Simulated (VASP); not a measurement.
# BN (Fm-3m) in VASP: settings compared

BN is run at these levels: PBE, r2SCAN; tasks: single point.

Everything below comes from runs of VASP 6.6.1. Logs are shortened: lines on timing, memory, paths and dates and some standing lists are left out, and cuts for length are marked.

## 1. The cell of the first run

Symmetry: Fm-3m, No. 225, cubic system. Conventional cell: a = 3.492 Å, b = 3.492 Å, c = 3.492 Å, α = 90.00°, β = 90.00°, γ = 90.00°. Within 2.3 Å of B (site symmetry m-3m) lie 6 N at 1.75 Å. N (site symmetry m-3m) has 6 B at 1.75 Å within 2.3 Å.

## 2. Single point, PBE

The input, INCAR:

```
ALGO = Normal
EDIFF = 1E-7
ENCUT = 520
GGA = PE
ISIF = 2
ISMEAR = 0
LASPH = True
LCHARG = True
LELF = True
LREAL = False
LVHAR = True
LWAVE = False
NBANDS = 11
NELM = 60
PREC = Accurate
SIGMA = 0.01
```

The input, KPOINTS:

```
k-points
0
Gamma
  6 6 6
```

The input, POSCAR:

```
BN
1.0
    0.0000000000      1.7458259515      1.7458259515
    1.7458259515      0.0000000000      1.7458259515
    1.7458259515      1.7458259515      0.0000000000
B N
1 1
Direct
    0.0000000000      0.0000000000      0.0000000000
    0.5000000000      0.5000000000      0.5000000000
```

Potentials or basis: VASP PAW PBE potentials, release 64 (B, N).

Run with:

```
cat potpaw_PBE.64/B/POTCAR potpaw_PBE.64/N/POTCAR > POTCAR
mpirun -np 1 vasp_std > vasp.out
```

OUTCAR:

```text
EDIFF = 1E-7
   ENCUT = 520
   GGA = PE
   ISIF = 2
   ISMEAR = 0
   LASPH = True
   LREAL = False
   NELM = 60
   PREC = Accurate

 ion  position               nearest neighbor table
   1  0.000  0.000  0.000-   2 1.75   2 1.75   2 1.75   2 1.75   2 1.75   2 1.75
   2  0.500  0.500  0.500-   1 1.75   1 1.75   1 1.75   1 1.75   1 1.75   1 1.75

  LATTYP: Found a face centered cubic cell.
 ALAT       =     3.4916519030

  Lattice vectors:

 A1 = (   0.0000000000,   1.7458259515,   1.7458259515)
 A2 = (   1.7458259515,   0.0000000000,   1.7458259515)
 A3 = (   1.7458259515,   1.7458259515,   0.0000000000)

Analysis of symmetry for initial positions (statically):
=====================================================================
 Subroutine PRICEL returns:
 Original cell was already a primitive cell.

 Routine SETGRP: Setting up the symmetry group for a
 face centered cubic supercell.

 Subroutine GETGRP returns: Found 48 space group operations
 (whereof 48 operations were pure point group operations)
 out of a pool of 48 trial point group operations.

The static configuration has the point symmetry O_h .

Analysis of symmetry for dynamics (positions and initial velocities):
=====================================================================
 Subroutine PRICEL returns:
 Original cell was already a primitive cell.

 Routine SETGRP: Setting up the symmetry group for a
 face centered cubic supercell.

 Subroutine GETGRP returns: Found 48 space group operations
 (whereof 48 operations were pure point group operations)
 out of a pool of 48 trial point group operations.

The dynamic configuration has the point symmetry O_h .

 Subroutine INISYM returns: Found 48 space group operations
 (whereof 48 operations are pure point group operations),
 and found     1 'primitive' translations

----------------------------------------------------------------------------------------

                                     Primitive cell

  volume of cell :      10.6422

  direct lattice vectors                    reciprocal lattice vectors
     0.000000000  1.745825952  1.745825952    -0.286397392  0.286397392  0.286397392
     1.745825952  0.000000000  1.745825952     0.286397392 -0.286397392  0.286397392
     1.745825952  1.745825952  0.000000000     0.286397392  0.286397392 -0.286397392

  length of vectors
     2.468970738  2.468970738  2.468970738     0.496054835  0.496054835  0.496054835

  position of ions in fractional coordinates (direct lattice)
     0.000000000  0.000000000  0.000000000
     0.500000000  0.500000000  0.500000000
[... 76 lines left out ...]
   POTIM  = 0.5000    time-step for ionic-motion
   TEBEG  =    0.0;   TEEND  =   0.0 temperature during run
   PSTRESS=    0.0 pullay stress
   NELECT =       8.0000    total number of electrons
   NUPDOWN=      -1.0000    fix difference up-down
   EMIN   =  10.00;   EMAX   =-10.00  energy-range for DOS
   EFERMI =   0.00;   METHOD = LEGACY
   ISMEAR =     0;   SIGMA  =   0.01  broadening in eV -4-tet -1-fermi 0-gaus
   EFERMI_NEDOS =   21; number of points for ismear=-14 and -15
   IALGO  =     38    algorithm
   IMIX   =      4    mixing-type and parameters
     AMIX     =   0.40;   BMIX     =  1.00
     AMIX_MAG =   1.60;   BMIX_MAG =  1.00
  volume/ion in A,a.u.               =       5.32        35.91
  Fermi-wavevector in a.u.,A,eV,Ry     =   1.488540  2.812933 30.147133  2.215752
  Thomas-Fermi vector in A             =   2.601562
   LORBIT       =      0    0 simple, 1 ext, 2 COOP (PROOUT), +10 PAW based schemes
   GGA     = PE    functional components
   LHFCALC =     F    Hartree Fock is set to
   AEXX    =    0.0000 exact exchange contribution
   IVDW    =     0    specifies the selected vdW correction
   LEPSILON=     F    determine dielectric tensor
   LRPA    =     F    only Hartree local field effects (RPA)
 non-spin polarized calculation
 Gauss-broadening in eV      SIGMA  =   0.01
  energy-cutoff  :      520.00
  volume of cell :       10.64
 maximum number of plane-waves:       302
   NGX =  9   NGY =  9   NGZ =  9

 number of electron       7.9999998 magnetization

 Free energy of the ion-electron system (eV)
  ---------------------------------------------------
  ext. energy  EPLUGINS =         0.00000000
  ---------------------------------------------------
  free energy    TOTEN  =       -13.92211341 eV

  energy without entropy =      -13.92211341  energy(sigma->0) =      -13.92211341

 E-fermi :  10.5641     XC(G=0): -13.7585

 val. band max:       10.4716987049   @ k =  -0.1667   0.1667   0.0000
 cond. band min:      11.6523005161   @ k =   0.5000   0.5000   0.0000
 fundamental gap:      1.1806018112
 Fermi energy:        10.5640928339

 k-point     1 :       0.0000    0.0000    0.0000
  band No.  band energies     occupation
      1     -12.0987      2.00000
      2       9.5355      2.00000
      3       9.5355      2.00000
      4       9.5355      2.00000
      5      19.6377      0.00000
      6      22.4957      0.00000
      7      22.4957      0.00000
      8      22.4957      0.00000
      9      28.9950      0.00000
     10      28.9950      0.00000
     11      28.9950      0.00000
[... 197 lines left out ...]
 k-point    16 :      -0.3333    0.5000    0.1667
  band No.  band energies     occupation
      1      -3.9443      2.00000
      2      -0.3930      2.00000
      3       2.5207      2.00000
      4       3.7204      2.00000
      5      14.8896      0.00000
      6      21.1167      0.00000
      7      22.9936      0.00000
      8      25.8386      0.00000
      9      26.6816      0.00000
     10      35.3432      0.00000
     11      49.3319      0.00000

------------------------ aborting loop because EDIFF is reached ----------------------------------------

  FORCE on cell =-STRESS in cart. coord.  units (eV):
  Direction    XX          YY          ZZ          XY          YZ          ZX
  --------------------------------------------------------------------------------------
  -------------------------------------------------------------------------------------
  Total        0.2457214      0.2457214      0.2457214      0.0000000      0.0000000     -0.0000000
  in kB       36.9930971     36.9930971     36.9930971      0.0000000      0.0000000     -0.0000000
  external PRESSURE =      36.9930971 kB  Pullay stress =       0.0000000 kB

 VOLUME and BASIS-vectors are now :
 -----------------------------------------------------------------------------
  energy-cutoff  :      520.00
  volume of cell :       10.64
      direct lattice vectors                 reciprocal lattice vectors
     0.000000000  1.745825952  1.745825952    -0.286397392  0.286397392  0.286397392
     1.745825952  0.000000000  1.745825952     0.286397392 -0.286397392  0.286397392
     1.745825952  1.745825952  0.000000000     0.286397392  0.286397392 -0.286397392

 POSITION                                       TOTAL-FORCE (eV/Angst)
 -----------------------------------------------------------------------------------
      0.00000      0.00000      0.00000        -0.000000     -0.000000     -0.000000
      1.74583      1.74583      1.74583         0.000000      0.000000      0.000000
 -----------------------------------------------------------------------------------
    total drift:                               -0.000000     -0.000000     -0.000000

  FREE ENERGIE OF THE ION-ELECTRON SYSTEM (eV)
  ---------------------------------------------------
  free  energy   TOTEN  =       -13.9221134126 eV

  energy  without entropy=      -13.9221134126  energy(sigma->0) =      -13.92211341
```

stdout:

```text
POSCAR found type information on POSCAR B N
 POSCAR found :  2 types and       2 ions
 scaLAPACK will be used
 LDA part: xc-table for (Slater+PW92), standard interpolation
 POSCAR, INCAR and KPOINTS ok, starting setup
 FFT: planning ... GRIDC
 FFT: planning ... GRID_SOFT
 FFT: planning ... GRID
 WAVECAR not read
 entering main loop
```

Wall time 1.4 s (1 thread of Intel Xeon 6975P-C (Granite Rapids), shared host); peak memory 0.11 GiB.

What came out:

```yaml
Free_energy: -13.9221 eV
Pressure: 3.7 GPa
Band_gap_on_the_k_mesh: 1.18 eV, indirect (least direct gap 5.83 eV)
```

Levels at points of the mesh, in eV from the valence-band top:
```tsv
k point	band 2	band 3	band 4	band 5	band 6	band 7
(0.00, 0.00, 0.00)	-0.94	-0.94	-0.94	9.17	12.02	12.02
(0.50, 0.00, 0.00)	-12.65	-0.69	-0.69	5.14	5.14	7.20
(0.50, 0.50, 0.00)	-11.96	-5.70	-5.70	1.18	8.76	14.59
```

Caveat: the k points lie up to 0.52 Å⁻¹ apart. A k mesh can miss the band edges.

## 3. Single point, r2SCAN

POSCAR is that of step 2.

The input, INCAR.step1:

```
PREC = Accurate ; ENCUT = 520
ISMEAR = 0 ; SIGMA = 0.01
LREAL = F ; LASPH = T
NELM = 80 ; NBANDS = 11
GGA = PE ; ALGO = Normal
EDIFF = 1E-4 ; LWAVE = T
LCHARG = F
```

The input, INCAR.step2:

```
PREC = Accurate ; ENCUT = 520
EDIFF = 1E-6 ; ISMEAR = 0
SIGMA = 0.01 ; LREAL = F
LASPH = T ; NELM = 80
ALGO = Normal ; ISIF = 2
LWAVE = F ; LCHARG = F
METAGGA = R2SCAN ; LMIXTAU = T
NBANDS = 11 ; ISTART = 1
```

The input, KPOINTS:

```
regular mesh
0
Gamma
  6 6 6
```

Potentials or basis: VASP PAW PBE potentials, release 64 (B, N).

Run with:

```
cat potpaw_PBE.64/B/POTCAR potpaw_PBE.64/N/POTCAR > POTCAR
cp INCAR.step1 INCAR
mpirun -np 1 vasp_std > vasp.out
cp INCAR.step2 INCAR
mpirun -np 1 vasp_std > vasp.out
```

OUTCAR:

```text
PREC = Accurate
   ENCUT = 520
   EDIFF = 1E-6
   ISMEAR = 0
   LREAL = F
   LASPH = T
   NELM = 80
   ISIF = 2
   METAGGA = R2SCAN
   ISTART = 1

 ion  position               nearest neighbor table
   1  0.000  0.000  0.000-   2 1.75   2 1.75   2 1.75   2 1.75   2 1.75   2 1.75
   2  0.500  0.500  0.500-   1 1.75   1 1.75   1 1.75   1 1.75   1 1.75   1 1.75

  LATTYP: Found a face centered cubic cell.
 ALAT       =     3.4916519030

  Lattice vectors:
[... 399 lines left out ...]
     11      50.8363      0.00000

------------------------ aborting loop because EDIFF is reached ----------------------------------------

  FORCE on cell =-STRESS in cart. coord.  units (eV):
  Direction    XX          YY          ZZ          XY          YZ          ZX
  --------------------------------------------------------------------------------------
  -------------------------------------------------------------------------------------
  Total        0.0220829      0.0220829      0.0220829      0.0000000      0.0000000      0.0000000
  in kB        3.3245509      3.3245509      3.3245509      0.0000000      0.0000000      0.0000000
  external PRESSURE =       3.3245509 kB  Pullay stress =       0.0000000 kB

 VOLUME and BASIS-vectors are now :
 -----------------------------------------------------------------------------
  energy-cutoff  :      520.00
  volume of cell :       10.64
      direct lattice vectors                 reciprocal lattice vectors
     0.000000000  1.745825952  1.745825952    -0.286397392  0.286397392  0.286397392
     1.745825952  0.000000000  1.745825952     0.286397392 -0.286397392  0.286397392
     1.745825952  1.745825952  0.000000000     0.286397392  0.286397392 -0.286397392

 POSITION                                       TOTAL-FORCE (eV/Angst)
 -----------------------------------------------------------------------------------
      0.00000      0.00000      0.00000        -0.000000     -0.000000      0.000000
      1.74583      1.74583      1.74583         0.000000      0.000000      0.000000
 -----------------------------------------------------------------------------------
    total drift:                               -0.000000     -0.000000     -0.000000

  FREE ENERGIE OF THE ION-ELECTRON SYSTEM (eV)
  ---------------------------------------------------
  free  energy   TOTEN  =       -15.4077846454 eV

  energy  without entropy=      -15.4077846454  energy(sigma->0) =      -15.40778465
```

Wall time 5.2 s (1 thread of Intel Xeon 6975P-C (Granite Rapids), shared host); peak memory 0.11 GiB.

Results:

```
Free energy            : -15.4078 eV
Pressure               : 0.3 GPa
Band gap on the k mesh : 1.32 eV, indirect (least direct gap 6.50 eV)
```

Levels at points of the mesh, in eV from the valence-band top:
| k point | band 2 | band 3 | band 4 | band 5 | band 6 | band 7 |
| --- | --- | --- | --- | --- | --- | --- |
| (0.00, 0.00, 0.00) | -0.93 | -0.93 | -0.93 | 9.82 | 13.14 | 13.14 |
| (0.50, 0.00, 0.00) | -13.18 | -0.74 | -0.74 | 5.76 | 5.76 | 7.92 |
| (0.50, 0.50, 0.00) | -12.35 | -5.92 | -5.92 | 1.32 | 9.58 | 15.86 |

Caveat: the k points lie up to 0.52 Å⁻¹ apart; the PAW data sets were made with another functional, which shifts forces and pressure a little. r2SCAN opens gaps a little over a GGA but as a rule still falls short of measured ones.
